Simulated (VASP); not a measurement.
Mo: single point with PBE

Mo:

```xyz
1
Lattice="0.0000 2.0253 2.1879 2.0253 0.0000 2.1879 2.0253 2.0253 0.0000" Properties=species:S:1:pos:R:3 pbc="T T T"
Mo    0.0000    0.0000    0.0000
```

This cell differs from its parent crystal: volume 17.948 Å^3 an atom, c/a of the conventional cell 1.0803.

| Quantity | Value |
| --- | --- |
| Program | VASP 6.6.1 |
| Task | single point |
| Functional | PBE |
| Potentials or basis | VASP PAW PBE potentials, release 64 (Mo_sv) |
| Cutoff | 520 eV |
| k mesh | 22 × 22 × 22 |
| Occupations | gaussian, width 0.15 eV |
| Spin | no spin polarisation |
| Dipole correction | no |
| Further INCAR settings | ALGO = Fast; EDIFF = 1e-06; NBANDS = 13 |

| Item | Value |
| --- | --- |
| Pressure | -21.0 GPa |
| Band gap on the k mesh | zero (band 7 reaches 13.38 eV, above the bottom of band 8 at 9.77 eV) |

Stress tensor (GPa, compression positive):
```
-23.77   0.00   0.00
  0.00 -23.77   0.00
  0.00   0.00 -15.49
```

Levels at points of the mesh, in eV from the Fermi level:
```tsv
k point	band 4	band 5	band 6	band 7	band 8	band 9	band 10	band 11
(0.00, 0.00, 0.00)	-34.43	-6.46	-1.22	-0.37	-0.37	0.96	2.11	12.98
(0.50, 0.00, 0.00)	-34.50	-4.18	-1.24	-0.37	1.14	3.10	3.49	9.46
(0.50, 0.50, 0.00)	-34.68	-4.34	-3.67	2.43	3.36	3.73	3.73	11.19
(0.50, 0.00, 0.50)	-34.77	-4.35	-3.74	3.16	3.35	3.81	4.23	10.70
```

Wall time 56 s on 1 thread of Intel(R) Xeon(R) 6975P-C (Granite Rapids) (shared host), peak memory 0.29 GiB.
